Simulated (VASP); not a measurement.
The system is TlS.

```xyz
2
Lattice="3.5956 0.0000 0.0000 0.0000 3.5956 0.0000 0.0000 0.0000 3.5956" Properties=species:S:1:pos:R:3 pbc="T T T"
Tl    1.7978    1.7978    1.7978
S     0.0000    0.0000    0.0000
```

| Item | Value |
| --- | --- |
| Program | VASP 6.6.1 |
| Task | relaxation of volume and atoms at fixed shape |
| Functional | PBEsol |
| Potentials or basis | VASP PAW PBE potentials, release 64 (Tl_d, S) |
| Cutoff | 600 eV |
| k mesh | 12 × 12 × 12 |
| Occupations | methfessel-paxton, width 0.05 eV |
| Spin | no spin polarisation |

At the start: pressure -3.3 GPa; volume 23.24 Å³/atom.

Q: Where does the relaxation end?

A: Over 3 steps the energy falls by 17.4 meV/atom and the volume is 21.70 Å³/atom (-6.7 %); space group Pm-3m (No. 221, to 0.05 Å).

Step by step:
| step | energy change (eV) | largest force (eV/Å) | pressure (GPa) | volume (Å³) |
| --- | --- | --- | --- | --- |
| 1 | 0.0000 | 0.0000 | -3.34 | 46.49 |
| 2 | -0.0348 | 0.0000 | 0.12 | 43.30 |
| 3 | -0.0349 | 0.0000 | 0.00 | 43.39 |

Final structure:
```
Tl S
1.0
     3.51399    0.00000    0.00000
     0.00000    3.51399    0.00000
     0.00000    0.00000    3.51399
Tl S
1 1
Direct
  0.50000 0.50000 0.50000
  0.00000 0.00000 0.00000
```

Caveat: the PAW data sets were made with another functional, which shifts forces and pressure a little.
